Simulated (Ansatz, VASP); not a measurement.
**One calculation of Si2W, two programs**

Contents of INCAR:

```
SYSTEM = Si2W
ALGO = Normal
EDIFF = 1E-6
ENCUT = 520
ISIF = 2
ISMEAR = 0
LASPH = .True.
LCHARG = .False.
LREAL = .False.
LWAVE = .False.
NBANDS = 18
NELM = 60
PREC = Accurate
SIGMA = 0.15
```

Contents of KPOINTS:

```
k-points
0
Gamma
  18 18 18
  0 0 0
```

File POSCAR:

```
Si2W
1.0
   -1.6685459133      1.6685459133      3.5416555556
    1.6685459133     -1.6685459133      3.5416555556
    1.6685459133      1.6685459133     -3.5416555556
Si W
2 1
Direct
    0.3561119391      0.3561119391      0.0000000000
    0.6438880609      0.6438880609      0.0000000000
    0.0000000000      0.0000000000      0.0000000000
```

Input for Ansatz:

```yaml
crystal:
  lattice:
    - [-1.6685459133, 1.6685459133, 3.5416555556]
    - [1.6685459133, -1.6685459133, 3.5416555556]
    - [1.6685459133, 1.6685459133, -3.5416555556]
  atoms:
    - { symbol: Si, position: [0.3561119391, 0.3561119391, 0.0] }
    - { symbol: Si, position: [0.6438880609, 0.6438880609, 0.0] }
    - { symbol: W, position: [0.0, 0.0, 0.0] }
basis:
  ecutwfc: 420
kpoints:
  mp_grid: { grid: [18, 18, 18] }
hamiltonian:
  xc: lda
  pseudopotentials: { kind: paw, azcp: { folder: soft_1 } }
scf:
  occupations: { method: gaussian, width: 0.15 }
output:
  forces: true
  stress: true
  eigenvalues: true
```

Alike in both runs: task single point; functional LDA; k mesh 18 × 18 × 18; occupations gaussian, width 0.15 eV; no spin polarisation.

|  | VASP | Ansatz |
| --- | --- | --- |
| version | VASP 6.6.1 | Ansatz 0.2.0 |
| potentials or method | VASP PAW LDA potentials, release 64 (Si, W_sv), cutoff 520 eV | scalar-relativistic, plane waves, PAW |
| valence electrons in the cell | 22 | 22 |

```tsv
	VASP	Ansatz	Ansatz less VASP
gap on the k mesh at the Fermi level (eV)	none	none	-
pressure (GPa)	18.0	17.4	-0.59
traceless stress, the component that is largest in VASP (GPa)	51.66	51.88	+0.215
rms of the force components (eV/Å)	3.205	3.220	+0.0148
```

Ansatz warns that its potentials were made for another functional, while VASP's fit it. LDA's correlation is that of Perdew and Zunger in VASP and of Perdew and Wang (1992) in Ansatz. Atom by atom the forces differ by 0.015 eV/Å (rms over components). A gap of «none» marks a metal or a gap that the smearing closes.

Neither program's run includes spin-orbit coupling.
